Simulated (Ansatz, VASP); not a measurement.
## Two plane-wave programs on Nb

```xyz
2
Lattice="0.0000 2.9769 2.9769 2.9769 0.0000 2.9769 2.9769 2.9769 0.0000" Properties=species:S:1:pos:R:3 pbc="T T T"
Nb    0.7442    0.7442    0.7442
Nb    5.2096    5.2096    5.2096
```

Alike in both runs: task single point; functional revPBE; k mesh 10 × 10 × 10; occupations fermi-dirac, width 0.1 eV; no spin polarisation.

```csv
,VASP,Ansatz
version,VASP 6.6.1,Ansatz 0.2.0
potentials or method,"VASP PAW PBE potentials, release 64 (Nb_sv), cutoff 520 eV","plane waves (420 eV) with PAW, scalar-relativistic"
valence electrons in the cell,26,26
```

```csv
,VASP,Ansatz,Ansatz less VASP
pressure (GPa),0.0,0.0,+0.02
```

VASP's potentials were made for PBE, not for revPBE.
